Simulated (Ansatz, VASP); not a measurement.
Two plane-wave programs on SiC

The input INCAR:

```
ALGO = Normal
EDIFF = 1E-7
EDIFFG = -0.002
ENCUT = 600
GGA = PE
IBRION = 2
ISIF = 3
ISMEAR = 0
LASPH = T
LCHARG = F
LREAL = F
LWAVE = F
NELM = 100
NSW = 80
PREC = Accurate
SIGMA = 0.01
```

The input KPOINTS:

```
k-points
0
Gamma
  8 8 2
```

File POSCAR:

```
SiC
1.0
    1.5389000000     -2.6675000000      0.0000000000
    1.5389000000      2.6675000000      0.0000000000
    0.0000000000      0.0000000000     15.1219000000
Si C
6 6
Direct
    0.1673000000      0.8327000000      0.8580000000
    0.8327000000      0.1673000000      0.3580000000
    0.5007000000      0.4993000000      0.5241000000
    0.4993000000      0.5007000000      0.0241000000
    0.8357000000      0.1643000000      0.6912400000
    0.1643000000      0.8357000000      0.1912400000
    0.4960000000      0.5040000000      0.6503000000
    0.5040000000      0.4960000000      0.1503000000
    0.1600000000      0.8400000000      0.9817000000
    0.8400000000      0.1600000000      0.4817000000
    0.8290000000      0.1710000000      0.8168000000
    0.1710000000      0.8290000000      0.3168000000
```

Input for Ansatz:

```yaml
crystal:
  lattice:
    - [1.5389, -2.6675, 0.0]
    - [1.5389, 2.6675, 0.0]
    - [0.0, 0.0, 15.1219]
  atoms:
    - { symbol: Si, position: [0.1673, 0.8327, 0.858] }
    - { symbol: Si, position: [0.8327, 0.1673, 0.358] }
    - { symbol: Si, position: [0.5007, 0.4993, 0.5241] }
    - { symbol: Si, position: [0.4993, 0.5007, 0.0241] }
    - { symbol: Si, position: [0.8357, 0.1643, 0.69124] }
    - { symbol: Si, position: [0.1643, 0.8357, 0.19124] }
    - { symbol: C, position: [0.496, 0.504, 0.6503] }
    - { symbol: C, position: [0.504, 0.496, 0.1503] }
    - { symbol: C, position: [0.16, 0.84, 0.9817] }
    - { symbol: C, position: [0.84, 0.16, 0.4817] }
    - { symbol: C, position: [0.829, 0.171, 0.8168] }
    - { symbol: C, position: [0.171, 0.829, 0.3168] }
scf:
  occupations: { method: fixed }
output:
  forces: true
  stress: true
hamiltonian:
  xc: pbe
kpoints:
  mp_grid: { grid: [8, 8, 2] }
relax:
  f_tol: 0.002
  cell: { stress_tol: 0.02 }
```

Alike in both runs: task relaxation of cell and atoms; functional PBE; k mesh 8 × 8 × 2; no spin polarisation.

|  | VASP | Ansatz |
| --- | --- | --- |
| version | VASP 6.6.1 | Ansatz 0.2.0 |
| potentials or method | VASP PAW PBE potentials, release 64 (Si, C) | scalar-relativistic, plane waves, PAW |
| plane-wave cutoff (eV) | 600 | 420 |
| occupations | gaussian, width 0.01 eV | fixed |
| valence electrons in the cell | 48 | 48 |

Ansatz gave:

| Item | Value |
| --- | --- |
| relaxed volume (Å³/atom) | 10.50 |
| relaxed length of the cell vector where the two differ most in proportion (Å) | 15.186 |

Q: Which values does VASP return?

A: Relaxed volume (Å³/atom): 10.49; relaxed length of the cell vector where the two differ most in proportion (Å): 15.182.
